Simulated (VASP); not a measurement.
# Sn2PbO3 (C2/m) in VASP: notebook

The runs below take Sn2PbO3 through single point, with PBE.

Everything below comes from runs of VASP 6.6.1. Logs are shortened: lines on timing, memory, paths and dates and some standing lists are left out, and cuts for length are marked.

## 1. The cell of the first run

It takes space group C2/m (No. 12, monoclinic). Conventional cell: a = 16.625 Å, b = 5.548 Å, c = 5.258 Å, α = 90.00°, β = 90.92°, γ = 90.00°. Sn (site symmetry m) has 4 O at 2.23 to 2.26 Å within 2.9 Å. Sn (site symmetry m) has 4 O at 2.21 to 2.25 Å within 2.9 Å. Pb (site symmetry m) has 4 O at 2.37 to 2.39 Å within 3.1 Å. Within 2.9 Å of O (site symmetry 1) lie 3 Sn at 2.23 to 2.26 Å and 1 Pb at 2.37 Å and 4 O at 2.71 to 2.83 Å. O (site symmetry 2) has 2 Sn at 2.21 Å and 2 Pb at 2.39 Å and 4 O at 2.66 to 2.89 Å within 2.9 Å.

## 2. Single point, PBE

INCAR

```
PREC     = Accurate       # precision mode
ENCUT    = 520            # plane-wave cutoff, eV
EDIFF    = 1E-6           # SCF threshold, eV
ISMEAR   = 0              # smearing method
SIGMA    = 0.1            # smearing width, eV
LREAL    = F              # projectors in reciprocal space
LASPH    = T              # aspherical terms in the spheres
NELM     = 60             # most SCF steps
ALGO     = Normal         # electronic algorithm
ISIF     = 2              # what is computed and relaxed
LWAVE    = F              # write WAVECAR
LCHARG   = F              # write CHGCAR
GGA      = PE             # functional
NBANDS   = 72             # bands
```

KPOINTS

```
regular mesh
0
Gamma
  4 4 4
```

POSCAR

```
Sn2PbO3
1.0
    0.0738385648      0.0000000000     -5.2576900607
    0.0000000000     -5.5483264196      0.0000000000
   -8.3125787461      2.7741632098      0.0169283262
Sn Pb O
4 2 6
Direct
    0.7851632417      0.7458411820      0.4916823639
    0.7963669998      0.0837248666      0.1674497332
    0.2148367583      0.2541588180      0.5083176361
    0.2036330002      0.9162751334      0.8325502668
    0.7495116226      0.4161972328      0.8323944656
    0.2504883774      0.5838027672      0.1676055344
    0.9891920946      0.0761758447      0.6628300078
    0.0108079054      0.4133458370      0.3371699922
    1.0000000000      0.7602555269      0.0000000000
    0.9891920946      0.5866541630      0.6628300078
    0.0108079054      0.9238241553      0.3371699922
    1.0000000000      0.2397444731      0.0000000000
```

Potentials or basis: VASP PAW PBE potentials, release 64 (Sn_d, Pb_d, O).

Run with:

```
> cat potpaw_PBE.64/Sn_d/POTCAR potpaw_PBE.64/Pb_d/POTCAR potpaw_PBE.64/O/POTCAR > POTCAR
> mpirun -np 1 vasp_std > vasp.out
```

OUTCAR:

```text
PREC = Accurate
   ENCUT = 520
   EDIFF = 1E-6
   ISMEAR = 0
   LREAL = F
   LASPH = T
   NELM = 60
   ISIF = 2
   GGA = PE

 ion  position               nearest neighbor table
   1  0.785  0.746  0.492-   7 2.23  10 2.23  11 2.26   8 2.26   4 3.56   3 3.58   3 3.58   6 3.67
                             6 3.86
   2  0.796  0.084  0.167-  12 2.21   9 2.21  11 2.25   8 2.25   4 3.54   3 3.56   6 3.66   6 3.66
                             5 3.94   5 3.94
   3  0.215  0.254  0.508-  11 2.23   8 2.23   7 2.26  10 2.26   2 3.56   1 3.58   1 3.58   5 3.67
                             5 3.86
   4  0.204  0.916  0.833-  12 2.21   9 2.21   7 2.25  10 2.25   2 3.54   1 3.56   5 3.66   5 3.66
                             6 3.94   6 3.94
   5  0.750  0.416  0.832-  10 2.37   7 2.37   9 2.39  12 2.39   4 3.66   4 3.66   3 3.67   6 3.80
                             6 3.86   3 3.86   2 3.94   2 3.94
   6  0.250  0.584  0.168-   8 2.37  11 2.37   9 2.39  12 2.39   2 3.66   2 3.66   1 3.67   5 3.80
                             5 3.86   1 3.86   4 3.94   4 3.94
   7  0.989  0.076  0.663-   1 2.23   4 2.25   3 2.26   5 2.37
   8  0.011  0.413  0.337-   3 2.23   2 2.25   1 2.26   6 2.37
   9  0.000  0.760  0.000-   2 2.21   4 2.21   5 2.39   6 2.39
  10  0.989  0.587  0.663-   1 2.23   4 2.25   3 2.26   5 2.37
  11  0.011  0.924  0.337-   3 2.23   2 2.25   1 2.26   6 2.37
  12  0.000  0.240  0.000-   2 2.21   4 2.21   6 2.39   5 2.39

  LATTYP: Found a base centered monoclinic cell.
 ALAT       =    16.6251919662
 B/A-ratio  =     0.3337300664
 C/A-ratio  =     0.3162795676
 COS(beta)  =    -0.0160787696

  Lattice vectors:

 A1 = (  -8.3125787461,  -2.7741632098,   0.0169283262)
 A2 = (  -8.3125787461,   2.7741632098,   0.0169283262)
 A3 = (   0.0738385648,   0.0000000000,  -5.2576900607)

Analysis of symmetry for initial positions (statically):
=====================================================================
 Subroutine PRICEL returns:
 Original cell was already a primitive cell.

 Routine SETGRP: Setting up the symmetry group for a
 base centered monoclinic supercell.

 Subroutine GETGRP returns: Found  4 space group operations
 (whereof  4 operations were pure point group operations)
 out of a pool of  4 trial point group operations.

The static configuration has the point symmetry C_2h.

Analysis of symmetry for dynamics (positions and initial velocities):
=====================================================================
 Subroutine PRICEL returns:
 Original cell was already a primitive cell.
[... 139 lines left out ...]
   NUPDOWN=      -1.0000    fix difference up-down
   EMIN   =  10.00;   EMAX   =-10.00  energy-range for DOS
   EFERMI =   0.00;   METHOD = LEGACY
   ISMEAR =     0;   SIGMA  =   0.10  broadening in eV -4-tet -1-fermi 0-gaus
   EFERMI_NEDOS =   21; number of points for ismear=-14 and -15
   IALGO  =     38    algorithm
   IMIX   =      4    mixing-type and parameters
     AMIX     =   0.40;   BMIX     =  1.00
     AMIX_MAG =   1.60;   BMIX_MAG =  1.00
  volume/ion in A,a.u.               =      20.21       136.36
  Fermi-wavevector in a.u.,A,eV,Ry     =   1.294917  2.447038 22.814372  1.676809
  Thomas-Fermi vector in A             =   2.426469
   LORBIT       =      0    0 simple, 1 ext, 2 COOP (PROOUT), +10 PAW based schemes
   GGA     = PE    functional components
   LHFCALC =     F    Hartree Fock is set to
   AEXX    =    0.0000 exact exchange contribution
   IVDW    =     0    specifies the selected vdW correction
   LEPSILON=     F    determine dielectric tensor
   LRPA    =     F    only Hartree local field effects (RPA)
 non-spin polarized calculation
 Gauss-broadening in eV      SIGMA  =   0.10
  energy-cutoff  :      520.00
  volume of cell :      242.48
 maximum number of plane-waves:      6550
   NGX = 19   NGY = 21   NGZ = 33

 number of electron     120.0000004 magnetization

 Free energy of the ion-electron system (eV)
  ---------------------------------------------------
  ext. energy  EPLUGINS =         0.00000000
  ---------------------------------------------------
  free energy    TOTEN  =       -67.11979373 eV

  energy without entropy =      -67.11979373  energy(sigma->0) =      -67.11979373

 E-fermi :   5.7286     XC(G=0):  -9.5530

 val. band max:        5.2802793256   @ k =   0.0000   0.0000   0.2500
 cond. band min:       6.2496127015   @ k =   0.0000   0.0000   0.5000
 fundamental gap:      0.9693333759
 Fermi energy:         5.7285943332

 k-point     1 :       0.0000    0.0000    0.0000
  band No.  band energies     occupation
      1     -15.9562      2.00000
      2     -15.9097      2.00000
      3     -15.8545      2.00000
      4     -15.8209      2.00000
      5     -15.7864      2.00000
      6     -15.6597      2.00000
[... 1789 lines left out ...]
     71      10.8717      0.00000
     72      10.8809      0.00000

------------------------ aborting loop because EDIFF is reached ----------------------------------------

  FORCE on cell =-STRESS in cart. coord.  units (eV):
  Direction    XX          YY          ZZ          XY          YZ          ZX
  --------------------------------------------------------------------------------------
  -------------------------------------------------------------------------------------
  Total        0.2014473      0.2033111      0.2755859      0.0000000      0.0000000     -0.0058571
  in kB        1.3310418      1.3433564      1.8209048      0.0000000      0.0000000     -0.0386999
  external PRESSURE =       1.4984344 kB  Pullay stress =       0.0000000 kB

 VOLUME and BASIS-vectors are now :
 -----------------------------------------------------------------------------
  energy-cutoff  :      520.00
  volume of cell :      242.48
      direct lattice vectors                 reciprocal lattice vectors
     0.073838565  0.000000000 -5.257690061    -0.000387343  0.000000000 -0.190203034
     0.000000000 -5.548326420  0.000000000    -0.060151526 -0.180234529 -0.000844763
    -8.312578746  2.774163210  0.016928326    -0.120303053  0.000000000 -0.001689526

 POSITION                                       TOTAL-FORCE (eV/Angst)
 -----------------------------------------------------------------------------------
     -4.02917     -2.77416     -4.11982         0.018158     -0.000000      0.066503
     -1.33314      0.00000     -4.18422         0.000269     -0.000000      0.068820
     -4.20957      0.00000     -1.12094        -0.018158     -0.000000     -0.066503
     -6.90560     -2.77416     -1.05655        -0.000269     -0.000000     -0.068820
     -6.86400     -0.00000     -3.92661        -0.004589     -0.000000      0.038700
     -1.37474     -2.77416     -1.31415         0.004589     -0.000000     -0.038700
     -5.43679      1.41615     -5.18964        -0.001681     -0.005728      0.012427
     -2.80195     -1.35801     -0.05112         0.001681     -0.005728     -0.012427
      0.00000     -4.21815      0.00000         0.000000      0.008758     -0.000000
     -5.43679     -1.41615     -5.18964        -0.001681      0.005728      0.012427
     -2.80195     -4.19031     -0.05112         0.001681      0.005728     -0.012427
      0.00000     -1.33018      0.00000         0.000000     -0.008758     -0.000000
 -----------------------------------------------------------------------------------
    total drift:                               -0.000000     -0.000000     -0.000000

  FREE ENERGIE OF THE ION-ELECTRON SYSTEM (eV)
  ---------------------------------------------------
  free  energy   TOTEN  =       -67.1197937269 eV

  energy  without entropy=      -67.1197937269  energy(sigma->0) =      -67.11979373
```

OSZICAR:

```text
N       E                     dE             d eps       ncg     rms          rms(c)
DAV:   1     0.179430221309E+04    0.17943E+04   -0.55737E+04  3760   0.231E+03
DAV:   2     0.342848308160E+03   -0.14515E+04   -0.13997E+04  3568   0.730E+02
DAV:   3    -0.343272075577E+02   -0.37718E+03   -0.36237E+03  3952   0.299E+02
DAV:   4    -0.778371889706E+02   -0.43510E+02   -0.42925E+02  4320   0.102E+02
DAV:   5    -0.795878050658E+02   -0.17506E+01   -0.17451E+01  4448   0.236E+01    0.206E+01
DAV:   6    -0.668714918200E+02    0.12716E+02   -0.63279E+01  5536   0.560E+01    0.834E+00
DAV:   7    -0.672115925661E+02   -0.34010E+00   -0.99204E+00  4088   0.131E+01    0.487E+00
DAV:   8    -0.671797526318E+02    0.31840E-01   -0.20236E+00  5728   0.701E+00    0.175E+00
DAV:   9    -0.671125176057E+02    0.67235E-01   -0.43299E-01  5136   0.454E+00    0.461E-01
DAV:  10    -0.671192001248E+02   -0.66825E-02   -0.55317E-02  4936   0.142E+00    0.286E-01
DAV:  11    -0.671200719943E+02   -0.87187E-03   -0.63553E-03  4200   0.481E-01    0.162E-01
DAV:  12    -0.671197889756E+02    0.28302E-03   -0.39135E-03  5656   0.291E-01    0.660E-02
DAV:  13    -0.671198222099E+02   -0.33234E-04   -0.41969E-04  4376   0.114E-01    0.605E-02
DAV:  14    -0.671198037834E+02    0.18427E-04   -0.58068E-05  4984   0.433E-02    0.359E-02
DAV:  15    -0.671197933778E+02    0.10406E-04   -0.84388E-05  5472   0.571E-02    0.603E-03
DAV:  16    -0.671197942464E+02   -0.86863E-06   -0.14830E-05  4592   0.252E-02    0.501E-03
DAV:  17    -0.671197937269E+02    0.51953E-06   -0.29161E-06  3256   0.137E-02
   1 F= -.67119794E+02 E0= -.67119794E+02  d E =-.410416E-11
```

Run time: 8.6 min. Hardware: 1 thread of AMD EPYC 7R43 (Zen 3), shared host; peak memory 0.48 GiB.

What came out:

```
Free energy            : -67.1198 eV
Pressure               : 0.1 GPa
Largest force          : 0.069 eV/Å
Band gap on the k mesh : 0.97 eV (least direct gap 0.99 eV)
```

Forces in eV/Å, atoms in the order of the input:
```
Sn   0.018  0.000  0.067
Sn   0.000  0.000  0.069
Sn  -0.018  0.000 -0.067
Sn   0.000  0.000 -0.069
Pb  -0.005  0.000  0.039
Pb   0.005  0.000 -0.039
O   -0.002 -0.006  0.012
O    0.002 -0.006 -0.012
O    0.000  0.009  0.000
O   -0.002  0.006  0.012
O    0.002  0.006 -0.012
O    0.000 -0.009  0.000
```

Caveat: spin-orbit coupling is left out, which moves the levels of the heavy elements. A k mesh can miss the band edges.

## 3. Single point, PBE

This run uses another cell than the first one, of 19.05 Å³/atom.

INCAR

```
SYSTEM = Sn2PbO3
  ALGO = Normal
  EDIFF = 1E-6
  ENCUT = 520
  GGA = PE
  ISIF = 2
  ISMEAR = 0
  LASPH = .TRUE.
  LCHARG = .TRUE.
  LELF = .TRUE.
  LREAL = .FALSE.
  LVHAR = .TRUE.
  LWAVE = .FALSE.
  NBANDS = 72
  NELM = 80
  PREC = Accurate
  SIGMA = 0.1
```

KPOINTS

```
k-points
0
G
  4 4 4
  0 0 0
```

POSCAR

```
Sn2PbO3
1.0
    8.2805204400     -2.7601734800      0.0000000000
    8.2805204400      2.7601734800      0.0000000000
    0.0000000000      0.0000000000      5.0019578900
Sn Pb O
4 2 6
Direct
    0.2500000000      0.2500000000      0.2353738500
    0.9166666700      0.9166666700      0.2353738500
    0.7500000000      0.7500000000      0.7646261500
    0.0833333300      0.0833333300      0.7646261500
    0.5833333300      0.5833333300      0.2353738500
    0.4166666700      0.4166666700      0.7646261500
    0.4166666700      0.9166666700      0.0000000000
    0.0833333300      0.5833333300      0.0000000000
    0.7500000000      0.2500000000      0.0000000000
    0.9166666700      0.4166666700      0.0000000000
    0.5833333300      0.0833333300      0.0000000000
    0.2500000000      0.7500000000      0.0000000000
```

Potentials or basis: VASP PAW PBE potentials, release 64 (Sn_d, Pb_d, O).

Run with:

```
> cat potpaw_PBE.64/Sn_d/POTCAR potpaw_PBE.64/Pb_d/POTCAR potpaw_PBE.64/O/POTCAR > POTCAR
> mpirun -np 1 vasp_std > vasp.out
```

It took 14 min on 1 thread of AMD EPYC 7R13 (Zen 3), shared host; peak memory 0.62 GiB.

Results (log left out):

```
Free energy            : -66.7119 eV
Pressure               : 1.6 GPa
Largest force          : 1.384 eV/Å
Band gap on the k mesh : 0.63 eV (least direct gap 0.71 eV)
```

Forces in eV/Å, atoms in the order of the input:
```
Sn  -0.066  0.000 -0.613
Sn   0.028  0.000 -0.712
Sn   0.066  0.000  0.613
Sn  -0.028  0.000  0.712
Pb   0.042  0.000  1.384
Pb  -0.042  0.000 -1.384
O    0.515  0.541 -0.477
O   -0.515  0.541  0.477
O    0.000 -1.090  0.000
O    0.515 -0.541 -0.477
O   -0.515 -0.541  0.477
O    0.000  1.090  0.000
```

Stress tensor (GPa, compression positive):
```
1.70 0.00 0.02
0.00 1.71 0.00
0.02 0.00 1.26
```

Levels at points of the mesh, in eV from the valence-band top:
```
           k point  band 58  band 59  band 60  band 61  band 62  band 63
(0.00, 0.00, 0.00)    -1.23    -1.06    -0.01     1.56     1.65     2.11
(0.50, 0.00, 0.00)    -2.15    -1.01    -0.78     2.48     2.73     2.91
(0.50, 0.50, 0.00)    -1.78    -0.25    -0.08     0.63     0.63     3.27
(0.00, 0.00, 0.50)    -1.72    -1.67    -1.62     1.87     2.55     2.67
(0.50, 0.00, 0.50)    -1.45    -1.35    -1.31     1.94     2.10     2.67
(0.50, 0.50, 0.50)    -1.63    -1.55    -1.51     1.90     1.96     2.80
```

Caveat: spin-orbit coupling is left out, which moves the levels of the heavy elements; forces of over 1 eV/Å act on the atoms, so gaps and moduli don't describe the material at rest.
